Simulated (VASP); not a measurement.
# Pt (Fm-3m) in VASP: a series of runs, part 2 of 2

VASP 6.6.1. Earlier steps stand in the parts before.

## Step 3: Single point, PBEsol, collinear spin (17.74 Å³/atom)

Contents of INCAR:

```
PREC = Accurate
ENCUT = 520
EDIFF = 1E-6
ISMEAR = 0
SIGMA = 0.15
LREAL = False
LASPH = True
NELM = 150
ALGO = Fast
ISIF = 2
LWAVE = False
LCHARG = False
ISPIN = 2
MAGMOM = 0.5
LORBIT = 11
NUPDOWN = 0.5
LMAXMIX = 4
GGA = PS
NBANDS = 15
```

Contents of KPOINTS:

```
regular mesh
0
Gamma
  22 22 22
```

Contents of POSCAR:

```
Pt
1.0
    0.0000000000      2.0700977806      2.0700977806
    2.0700977806      0.0000000000      2.0700977806
    2.0700977806      2.0700977806      0.0000000000
Pt
1
Direct
    0.0000000000      0.0000000000      0.0000000000
```

Potentials or basis: VASP PAW PBE potentials, release 64 (Pt).

Started as:

```console
$ cat potpaw_PBE.64/Pt/POTCAR > POTCAR
$ mpirun -np 1 vasp_std > vasp.out
```

OUTCAR:

```text
PREC = Accurate
   ENCUT = 520
   EDIFF = 1E-6
   ISMEAR = 0
   LREAL = False
   LASPH = True
   NELM = 150
   ISIF = 2
   ISPIN = 2
   LORBIT = 11
   NUPDOWN = 0.5
   GGA = PS

 ion  position               nearest neighbor table
   1  0.000  0.000  0.000-

  LATTYP: Found a face centered cubic cell.
 ALAT       =     4.1401955612

  Lattice vectors:

 A1 = (   0.0000000000,   2.0700977806,   2.0700977806)
 A2 = (   2.0700977806,   0.0000000000,   2.0700977806)
 A3 = (   2.0700977806,   2.0700977806,   0.0000000000)

Analysis of symmetry for initial positions (statically):
=====================================================================
 Subroutine PRICEL returns:
 Original cell was already a primitive cell.

 Routine SETGRP: Setting up the symmetry group for a
 face centered cubic supercell.

 Subroutine GETGRP returns: Found 48 space group operations
 (whereof 48 operations were pure point group operations)
 out of a pool of 48 trial point group operations.

The static configuration has the point symmetry O_h .

Analysis of symmetry for dynamics (positions and initial velocities):
=====================================================================
 Subroutine PRICEL returns:
 Original cell was already a primitive cell.

 Routine SETGRP: Setting up the symmetry group for a
 face centered cubic supercell.

 Subroutine GETGRP returns: Found 48 space group operations
 (whereof 48 operations were pure point group operations)
 out of a pool of 48 trial point group operations.

The dynamic configuration has the point symmetry O_h .

Analysis of structural, dynamic, and magnetic symmetry:
=====================================================================
 Subroutine PRICEL returns:
 Original cell was already a primitive cell.

 Routine SETGRP: Setting up the symmetry group for a
 face centered cubic supercell.

 Subroutine GETGRP returns: Found 48 space group operations
 (whereof 48 operations were pure point group operations)
 out of a pool of 48 trial point group operations.

The overall configuration has the point symmetry O_h .

 Subroutine INISYM returns: Found 48 space group operations
 (whereof 48 operations are pure point group operations),
 and found     1 'primitive' translations

----------------------------------------------------------------------------------------

                                     Primitive cell

  volume of cell :      17.7420

  direct lattice vectors                    reciprocal lattice vectors
     0.000000000  2.070097781  2.070097781    -0.241534484  0.241534484  0.241534484
     2.070097781  0.000000000  2.070097781     0.241534484 -0.241534484  0.241534484
     2.070097781  2.070097781  0.000000000     0.241534484  0.241534484 -0.241534484

  length of vectors
     2.927560357  2.927560357  2.927560357     0.418349999  0.418349999  0.418349999

  position of ions in fractional coordinates (direct lattice)
     0.000000000  0.000000000  0.000000000

  ion indices of the primitive-cell ions
   primitive index   ion index
                 1           1

----------------------------------------------------------------------------------------

 KPOINTS: regular mesh

Automatic generation of k-mesh.
 Grid dimensions read from file:
 generate k-points for:   22   22   22
[... 68 lines left out ...]
   IBRION =     -1    ionic relax: 0-MD 1-quasi-New 2-CG
   NFREE  =      0    steps in history (QN), initial steepest desc. (CG)
   ISIF   =      2    stress and relaxation
   ISYM   =      2    0-nonsym 1-usesym 2-fastsym
   POTIM  = 0.5000    time-step for ionic-motion
   TEBEG  =    0.0;   TEEND  =   0.0 temperature during run
   PSTRESS=    0.0 pullay stress
   NELECT =      10.0000    total number of electrons
   NUPDOWN=       0.5000    fix difference up-down
   EMIN   =  10.00;   EMAX   =-10.00  energy-range for DOS
   EFERMI =   0.00;   METHOD = LEGACY
   ISMEAR =     0;   SIGMA  =   0.15  broadening in eV -4-tet -1-fermi 0-gaus
   EFERMI_NEDOS =   21; number of points for ismear=-14 and -15
   IALGO  =     68    algorithm
   IMIX   =      4    mixing-type and parameters
     AMIX     =   0.40;   BMIX     =  1.00
     AMIX_MAG =   1.60;   BMIX_MAG =  1.00
  volume/ion in A,a.u.               =      17.74       119.73
  Fermi-wavevector in a.u.,A,eV,Ry     =   1.352303  2.555482 24.881288  1.828723
  Thomas-Fermi vector in A             =   2.479653
   LORBIT       =     11    0 simple, 1 ext, 2 COOP (PROOUT), +10 PAW based schemes
   GGA     = PS    functional components
   LHFCALC =     F    Hartree Fock is set to
   AEXX    =    0.0000 exact exchange contribution
   IVDW    =     0    specifies the selected vdW correction
   LEPSILON=     F    determine dielectric tensor
   LRPA    =     F    only Hartree local field effects (RPA)
 spin polarized calculation
 RMM-DIIS sequential band-by-band and
 Gauss-broadening in eV      SIGMA  =   0.15
  energy-cutoff  :      520.00
  volume of cell :       17.74
 maximum number of plane-waves:       531
 NGX is ok and might be reduce to    24
   NGX = 11   NGY = 11   NGZ = 11

 number of electron      10.0000001 magnetization       0.5000000

 Free energy of the ion-electron system (eV)
  ---------------------------------------------------
  ext. energy  EPLUGINS =         0.00000000
  ---------------------------------------------------
  free energy    TOTEN  =        -6.65360359 eV

  energy without entropy =       -6.63530060  energy(sigma->0) =       -6.64445209

 E-fermi :   8.2016     XC(G=0): -12.6815

 val. band max:        8.3496414164   @ k =   0.4091   0.3182   0.0455
 cond. band min:       8.2034956108   @ k =  -0.3182   0.3636   0.0909
 fundamental gap:     -0.1461458056
 Fermi energy:         8.3527505684

 spin component 1

 k-point     1 :       0.0000    0.0000    0.0000
  band No.  band energies     occupation
      1      -0.3914      1.00000
      2       5.1505      1.00000
      3       5.1505      1.00000
      4       5.1505      1.00000
      5       6.8290      1.00000
      6       6.8290      1.00000
      7      23.1299      0.00000
      8      27.1791      0.00000
      9      27.1791      0.00000
     10      27.1791      0.00000
     11      31.9507      0.00000
     12      36.9509      0.00000
     13      36.9509      0.00000
     14      36.9509      0.00000
[... 403 lines left out ...]
      4       7.4187      1.00000
      5       7.9945      0.99963
      6       8.8242      0.00000
      7      13.0196      0.00000
      8      22.7524      0.00000
      9      25.5806      0.00000
     10      26.0259      0.00000
     11      33.7098      0.00000
     12      33.8793      0.00000
     13      35.1072      0.00000
     14      39.9466      0.00000
     15      40.1900      0.00000

 [... further k-points ...]

 spin component 2

 k-point     1 :       0.0000    0.0000    0.0000
  band No.  band energies     occupation
      1      -0.3134      1.00000
      2       5.4900      1.00000
      3       5.4900      1.00000
      4       5.4900      1.00000
      5       7.1294      1.00000
      6       7.1294      1.00000
      7      23.1782      0.00000
      8      27.2238      0.00000
      9      27.2238      0.00000
     10      27.2238      0.00000
     11      31.9417      0.00000
     12      37.0530      0.00000
     13      37.0530      0.00000
     14      37.0530      0.00000
[... 403 lines left out ...]
      4       7.6164      1.00000
      5       8.3549      0.07419
      6       9.0354      0.00000
      7      13.2822      0.00000
      8      22.7801      0.00000
      9      25.6879      0.00000
     10      26.1331      0.00000
     11      33.7800      0.00000
     12      33.9504      0.00000
     13      35.1996      0.00000
     14      40.1468      0.00000
     15      40.3974      0.00000

 [... further k-points ...]
[... 5 lines left out ...]
  --------------------------------------------------------------------------------------
  -------------------------------------------------------------------------------------
  Total       -3.2870657     -3.2870657     -3.2870657      0.0000000      0.0000000      0.0000000
  in kB     -296.8358743   -296.8358743   -296.8358743      0.0000000      0.0000000      0.0000000
  external PRESSURE =    -296.8358743 kB  Pullay stress =       0.0000000 kB

 VOLUME and BASIS-vectors are now :
 -----------------------------------------------------------------------------
  energy-cutoff  :      520.00
  volume of cell :       17.74
      direct lattice vectors                 reciprocal lattice vectors
     0.000000000  2.070097781  2.070097781    -0.241534484  0.241534484  0.241534484
     2.070097781  0.000000000  2.070097781     0.241534484 -0.241534484  0.241534484
     2.070097781  2.070097781  0.000000000     0.241534484  0.241534484 -0.241534484

 POSITION                                       TOTAL-FORCE (eV/Angst)
 -----------------------------------------------------------------------------------
      0.00000      0.00000      0.00000         0.000000      0.000000      0.000000
 -----------------------------------------------------------------------------------
    total drift:                                0.000000      0.000000     -0.000000

  FREE ENERGIE OF THE ION-ELECTRON SYSTEM (eV)
  ---------------------------------------------------
  free  energy   TOTEN  =        -6.6536035879 eV

  energy  without entropy=       -6.6353005950  energy(sigma->0) =       -6.64445209

 total charge

# of ion       s       p       d       tot
------------------------------------------
    1        0.557   0.434   7.934   8.925

 magnetization (x)

# of ion       s       p       d       tot
------------------------------------------
    1        0.000  -0.006   0.507   0.501
```

OSZICAR:

```text
N       E                     dE             d eps       ncg     rms          rms(c)
DAV:   1     0.414101038246E+02    0.41410E+02   -0.46420E+03 19831   0.574E+02
DAV:   2    -0.633946232530E+01   -0.47750E+02   -0.45304E+02 25805   0.148E+02
DAV:   3    -0.710751423115E+01   -0.76805E+00   -0.76511E+00 25945   0.171E+01
DAV:   4    -0.711067064289E+01   -0.31564E-02   -0.31562E-02 24967   0.127E+00
DAV:   5    -0.711069678482E+01   -0.26142E-04   -0.26142E-04 26290   0.103E-01    0.859E+00
RMM:   6    -0.668068129012E+01    0.43002E+00   -0.35245E-01 21220   0.376E+00    0.436E+00
RMM:   7    -0.665647115931E+01    0.24210E-01   -0.32749E-02 22969   0.129E+00    0.236E+00
RMM:   8    -0.665390225527E+01    0.25689E-02   -0.25089E-03 24311   0.356E-01    0.110E+00
RMM:   9    -0.665362004330E+01    0.28221E-03   -0.29100E-04 25349   0.102E-01    0.173E-01
RMM:  10    -0.665360098282E+01    0.19060E-04   -0.85486E-05 25949   0.575E-02    0.214E-02
RMM:  11    -0.665360319721E+01   -0.22144E-05   -0.15973E-05 26582   0.206E-02    0.261E-02
RMM:  12    -0.665360358789E+01   -0.39068E-06   -0.26106E-06 24272   0.942E-03
   1 F= -.66536036E+01 E0= -.66444521E+01  d E =-.183030E-01  mag=     0.5000
```

stdout:

```text
POSCAR found type information on POSCAR Pt
 POSCAR found :  1 types and       1 ions
 scaLAPACK will be used
 -----------------------------------------------------------------------------
|                                                                             |
|                                                                             |
|     You enforced a specific xc type in the INCAR file but a different       |
|     I HOPE YOU KNOW WHAT YOU ARE DOING!                                     |
|                                                                             |
 -----------------------------------------------------------------------------

 LDA part: xc-table for (Slater+PW92), standard interpolation
 POSCAR, INCAR and KPOINTS ok, starting setup
 FFT: planning ... GRIDC
 FFT: planning ... GRID_SOFT
 FFT: planning ... GRID
 WAVECAR not read
 entering main loop
```

Run time: 56 s. Hardware: 1 thread of Intel Xeon 6975P-C (Granite Rapids), shared host; peak memory 0.25 GiB.

Results:

| Property | Result |
| --- | --- |
| Free energy | -6.6536 eV |
| Pressure | -29.7 GPa |
| Net moment | 0.50 μB per cell |
| Site moments | Pt +0.50 μB |
| Valence electrons inside the program's atomic spheres | Pt 8.93 |

Caveat: the cell stands under tension; the PAW data sets were made with another functional, which shifts forces and pressure a little; spin-orbit coupling is left out, which moves the levels of the heavy elements; the total moment is fixed, so each spin has its own Fermi level and the state may be an excited one.

## Step 4: Single point, PBEsol, collinear spin (17.74 Å³/atom)

Contents of INCAR:

```
SYSTEM = Pt
PREC = Accurate
ENCUT = 520
EDIFF = 1E-7
ISMEAR = 0
SIGMA = 0.15
LREAL = .FALSE.
LASPH = .TRUE.
NELM = 150
ALGO = Fast
ISIF = 2
LWAVE = .FALSE.
LCHARG = .TRUE.
ISPIN = 2
MAGMOM = 0.2
LORBIT = 11
NUPDOWN = 0.2
LMAXMIX = 4
GGA = PS
LELF = .TRUE.
LVHAR = .TRUE.
NBANDS = 15
```

Contents of KPOINTS:

```
regular mesh
0
G
  22 22 22
  0 0 0
```

POSCAR is that of step 3.

Started as:

```console
$ cat potpaw_PBE.64/Pt/POTCAR > POTCAR
$ mpirun -np 1 vasp_std > vasp.out
```

Run time: 62 s. Hardware: 1 thread of Intel Xeon 6975P-C (Granite Rapids), shared host; peak memory 0.25 GiB.

Results (log left out):

- Free energy: -6.6653 eV
- Pressure: -30.3 GPa
- Net moment: 0.20 μB per cell
- Site moments: Pt +0.20 μB
- Valence electrons inside the program's atomic spheres: Pt 8.93

Caveat: the cell stands under tension; the PAW data sets were made with another functional, which shifts forces and pressure a little; spin-orbit coupling is left out, which moves the levels of the heavy elements; the total moment is fixed, so each spin has its own Fermi level and the state may be an excited one.

## Step 5: Single point, PBEsol, collinear spin (17.74 Å³/atom)

Contents of INCAR:

```
PREC = Accurate
ENCUT = 520
EDIFF = 1E-7
ISMEAR = 0
SIGMA = 0.15
LREAL = False
LASPH = True
NELM = 150
ALGO = Normal
ISIF = 2
LWAVE = False
LCHARG = False
ISPIN = 2
MAGMOM = 0.1
LORBIT = 11
NUPDOWN = 0.1
LMAXMIX = 4
GGA = PS
NBANDS = 15
```

Contents of KPOINTS:

```
regular mesh
0
Gamma
  22 22 22
```

POSCAR is that of step 4.

Started as:

```console
$ cat potpaw_PBE.64/Pt/POTCAR > POTCAR
$ mpirun -np 1 vasp_std > vasp.out
```

Wall time 58 s (1 thread of Intel Xeon 6975P-C (Granite Rapids), shared host); peak memory 0.25 GiB.

It converged, with:

```
Free energy                                           : -6.6664 eV
Pressure                                              : -30.4 GPa
Net moment                                            : 0.10 μB per cell
Site moments                                          : Pt +0.10 μB
Valence electrons inside the program's atomic spheres : Pt 8.93
```

Caveat: the cell stands under tension; the PAW data sets were made with another functional, which shifts forces and pressure a little; spin-orbit coupling is left out, which moves the levels of the heavy elements; the total moment is fixed, so each spin has its own Fermi level and the state may be an excited one.

## Step 6: Single point, PBEsol, collinear spin (17.74 Å³/atom)

Contents of INCAR:

```
  PREC = Accurate
  ENCUT = 520
  EDIFF = 1E-6
  ISMEAR = 0
  SIGMA = 0.15
  LREAL = F
  LASPH = T
  NELM = 150
  ALGO = Fast
  ISIF = 2
  LWAVE = F
  LCHARG = F
  ISPIN = 2
  MAGMOM = 0.3
  LORBIT = 11
  NUPDOWN = 0.3
  LMAXMIX = 4
  GGA = PS
  NBANDS = 15
```

Contents of KPOINTS:

```
Automatic mesh
0
Gamma
  22 22 22
```

POSCAR is that of step 5.

Potentials or basis: VASP PAW PBE potentials, release 64 (Pt).

Started as:

```console
$ cat potpaw_PBE.64/Pt/POTCAR > POTCAR
$ mpirun -np 1 vasp_std > vasp.out
```

Wall time 56 s (1 thread of Intel Xeon 6975P-C (Granite Rapids), shared host); peak memory 0.25 GiB.

Results (log left out):

```
Free energy                                           : -6.6632 eV
Pressure                                              : -30.2 GPa
Net moment                                            : 0.30 μB per cell
Site moments                                          : Pt +0.30 μB
Valence electrons inside the program's atomic spheres : Pt 8.93
```

Caveat: the cell stands under tension; the PAW data sets were made with another functional, which shifts forces and pressure a little; spin-orbit coupling is left out, which moves the levels of the heavy elements; the total moment is fixed, so each spin has its own Fermi level and the state may be an excited one.

## Step 7: The runs side by side

```csv
fixed moment (μB),pressure (GPa),moment (μB)
0.4,-30.0,0.40
0.5,-29.7,0.50
0.2,-30.3,0.20
0.1,-30.4,0.10
0.3,-30.2,0.30
```

Alike in all rows: task single point; level PBEsol; potentials or basis VASP PAW PBE potentials, release 64 (Pt); spin collinear; cell as given; k mesh 22 × 22 × 22; cutoff (eV) 520; smearing gaussian 0.15 eV.

Caveats: the cell stands under tension; the PAW data sets were made with another functional, which shifts forces and pressure a little; spin-orbit coupling is left out, which moves the levels of the heavy elements; the total moment is fixed, so each spin has its own Fermi level and the state may be an excited one.

Absolute energies hang on the potentials; compare differences alone.
